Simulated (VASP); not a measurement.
## Si: relaxation of cell and atoms with PBEsol

The system is Si.

```
Si
1.0
    -2.66712    2.66712    1.45496
     2.66712   -2.66712    1.45496
     2.66712    2.66712   -1.45496
Si
2
Direct
  0.00000 0.00000 0.00000
  0.75000 0.25000 0.50000
```

```yaml
Program: VASP 6.6.1
Task: relaxation of cell and atoms
Functional: PBEsol
Potentials_or_basis: VASP PAW PBE potentials, release 64 (Si)
Cutoff: 600 eV
k_mesh: 6 × 6 × 6
Occupations: gaussian, width 0.1 eV
Spin: no spin polarisation
Dipole_correction: no
Further_INCAR_settings: ALGO = Normal; EDIFF = 1e-06; IBRION = 2; EDIFFG = -0.04; NSW = 90; ISIF = 3
```

```json
{
  "Relaxed volume": "14.95 Å³/atom",
  "Relaxed cell": "a = 3.666 Å, b = 3.666 Å, c = 3.666 Å, α = 96.80°, β = 96.80°, γ = 139.75°",
  "Space group after relaxing (to 0.05 Å)": "I4_1/amd (No. 141)",
  "Energy gained by relaxing": "444.9 meV/atom",
  "Ionic steps": "8",
  "Pressure after relaxing": "0.0 GPa",
  "Band gap on the k mesh": "zero (band 4 reaches 10.75 eV, above the bottom of band 5 at 5.35 eV)"
}
```

Stress tensor (GPa, compression positive):
```
 0.07  0.00  0.00
 0.00  0.07  0.00
 0.00  0.00 -0.21
```

Step by step:
| step | energy change (eV) | largest force (eV/Å) | pressure (GPa) | volume (Å³) |
| --- | --- | --- | --- | --- |
| 1 | 0.0000 | 0.0000 | -17.54 | 41.40 |
| 2 | -0.8436 | 0.0000 | 3.27 | 29.25 |
| 3 | -0.8505 | 0.0000 | 0.29 | 29.98 |
| 4 | -0.8826 | 0.0000 | 2.10 | 29.43 |
| 5 | -0.8885 | 0.0000 | 1.34 | 29.57 |
| 6 | -0.8885 | 0.0000 | 1.30 | 29.58 |
| 7 | -0.8895 | 0.0000 | -0.66 | 30.07 |
| 8 | -0.8898 | 0.0000 | -0.02 | 29.90 |

Final structure:
```yaml
crystal:
  lattice:
    - [-2.43417, 2.43417, 1.26156]
    - [2.43417, -2.43417, 1.26156]
    - [2.43417, 2.43417, -1.26156]
  atoms:
    - { symbol: Si, position: [0.00000, 0.00000, 0.00000] }
    - { symbol: Si, position: [0.75000, 0.25000, 0.50000] }
```

Levels at points of the mesh, in eV from the Fermi level:
```tsv
k point	band 1	band 2	band 3	band 4	band 5	band 6	band 7	band 8
(0.00, 0.00, 0.00)	-14.09	-3.05	-3.05	-3.05	1.06	7.53	8.22	8.22
(0.50, 0.00, 0.00)	-7.26	-6.81	-2.52	-1.58	-1.52	0.99	4.30	5.27
(0.50, 0.50, 0.00)	-11.10	-11.10	-0.26	-0.26	1.68	1.68	9.79	9.79
(0.50, 0.50, 0.50)	-8.91	-8.91	-7.17	-7.17	7.16	7.16	12.05	12.05
```

Wall time 17 s on 1 thread of Intel(R) Xeon(R) 6975P-C (Granite Rapids), with other jobs on the host, peak memory 0.17 GiB.

Caveat: the k points lie up to 0.47 Å⁻¹ apart in the final cell; the volume moved by over 15 % at a fixed basis, so the end points are rough; the PAW data sets were made with another functional, which shifts forces and pressure a little.
